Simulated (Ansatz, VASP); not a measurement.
**Two plane-wave programs on BaRe**

The input INCAR:

```
SYSTEM = BaRe
PREC = Accurate
ENCUT = 520
EDIFF = 1E-7
ISMEAR = 0
SIGMA = 0.05
LREAL = .FALSE.
LASPH = .TRUE.
NELM = 60
ALGO = Normal
ISIF = 2
LWAVE = .FALSE.
LCHARG = .TRUE.
GGA = PE
LELF = .TRUE.
LVHAR = .TRUE.
NBANDS = 16
```

The input KPOINTS:

```
Automatic mesh
0
G
  8 8 8
  0 0 0
```

POSCAR

```
BaRe
1.0
    3.7233438108      0.0000000000      0.0000000000
    0.0000000000      3.7233438108      0.0000000000
    0.0000000000      0.0000000000      3.7233438108
Ba Re
1 1
Direct
    0.0000000000      0.0000000000      0.0000000000
    0.5000000000      0.5000000000      0.5000000000
```

Input for Ansatz:

```yaml
crystal:
  lattice:
    - [3.7233438108, 0.0, 0.0]
    - [0.0, 3.7233438108, 0.0]
    - [0.0, 0.0, 3.7233438108]
  atoms:
    - { symbol: Ba, position: [0.0, 0.0, 0.0] }
    - { symbol: Re, position: [0.5, 0.5, 0.5] }
basis:
  ecutwfc: "700 eV"
  ecutrho_ratio: 4
kpoints:
  mp_grid: { grid: [8, 8, 8] }
hamiltonian:
  xc: pbe
scf:
  occupations: { method: gaussian, width: 0.05 }
output:
  forces: true
  stress: true
```

Alike in both runs: task single point; functional PBE; k mesh 8 × 8 × 8; occupations gaussian, width 0.05 eV; no spin polarisation.

|  | VASP | Ansatz |
| --- | --- | --- |
| version | VASP 6.6.1 | Ansatz 0.2.0 |
| potentials or method | VASP PAW PBE potentials, release 64 (Ba_sv, Re), cutoff 520 eV | scalar-relativistic, plane waves, PAW |
| valence electrons in the cell | 17 | 25 |

VASP gave:

- pressure (GPa): 1.6

Question: Estimate Ansatz's values.

Answer: Pressure (GPa): 0.0.

With one functional, cell and mesh, what is left measures potentials, basis and numerics. VASP's potentials hold 17 valence electrons a cell and Ansatz's 25, so a difference there can come from the potentials and not from the codes.

Neither program's run includes spin-orbit coupling.
